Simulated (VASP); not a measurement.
Input of a VASP 6.6.1 run:

POSCAR

```
Sc
1.0
    3.6882929338      0.0000000000      0.0000000000
    0.0000000000      3.6882929338      0.0000000000
    0.0000000000      0.0000000000      3.6882929338
Sc
2
Direct
    0.0000000000      0.0000000000      0.0000000000
    0.5000000000      0.5000000000      0.5000000000
```

File INCAR.step1:

```
SYSTEM = Sc
  PREC = Accurate
  ENCUT = 520
  ISMEAR = 0
  SIGMA = 0.05
  LREAL = .FALSE.
  LASPH = .TRUE.
  NELM = 80
  NBANDS = 18
  GGA = PE
  ALGO = Normal
  EDIFF = 1E-4
  LWAVE = .TRUE.
  LCHARG = .FALSE.
```

INCAR.step2

```
SYSTEM = Sc
  PREC = Accurate
  ENCUT = 520
  EDIFF = 1E-6
  ISMEAR = 0
  SIGMA = 0.05
  LREAL = .FALSE.
  LASPH = .TRUE.
  NELM = 80
  ALGO = Normal
  ISIF = 2
  LWAVE = .FALSE.
  LCHARG = .TRUE.
  METAGGA = R2SCAN
  LMIXTAU = .TRUE.
  LELF = .TRUE.
  LVHAR = .TRUE.
  NBANDS = 18
  ISTART = 1
```

Contents of KPOINTS:

```
regular mesh
0
G
  7 7 7
  0 0 0
```

Potentials or basis: VASP PAW PBE potentials, release 64 (Sc_sv).

Command:

```bash
$ cat potpaw_PBE.64/Sc_sv/POTCAR > POTCAR
$ cp INCAR.step1 INCAR
$ mpirun -np 1 vasp_std > vasp.out
$ cp INCAR.step2 INCAR
$ mpirun -np 1 vasp_std > vasp.out
```

(1) What does it give for the pressure?

(2) Estimate the band gap on the k mesh.

Results:

(1) 0.1 GPa.

(2) zero (bands 11 and 12 overlap by 0.36 eV).

Caveat: the PAW data sets were made with another functional, which shifts forces and pressure a little.
